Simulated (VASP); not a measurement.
A run of VASP 6.6.1 is set up as follows.

INCAR

```
SYSTEM = LiMg
PREC = Accurate
ENCUT = 520
EDIFF = 1E-8
ISMEAR = -1
SIGMA = 0.08
LREAL = .False.
LASPH = .True.
NELM = 80
ALGO = Normal
ISIF = 2
LWAVE = .False.
LCHARG = .False.
GGA = PS
NBANDS = 10
IBRION = 8
NSW = 1
```

The input KPOINTS:

```
regular mesh
0
Gamma
  12 12 8
  0 0 0
```

File POSCAR:

```
LiMg
1.0
    3.1418124270      0.0000000000      0.0000000000
   -1.5709062135      2.7208893757      0.0000000000
    0.0000000000      0.0000000000      5.0683102557
Li Mg
1 1
Direct
    0.0000000000      0.0000000000      0.0000000000
    0.6666666667      0.3333333333      0.5000000000
```

Potentials or basis: VASP PAW PBE potentials, release 64 (Li_sv, Mg).

Launch:

```console
$ cat potpaw_PBE.64/Li_sv/POTCAR potpaw_PBE.64/Mg/POTCAR > POTCAR
$ mpirun -np 1 vasp_std > vasp.out
```

(1) Predict the highest phonon frequency at Γ.

## Answers

(1) 299 cm⁻¹.
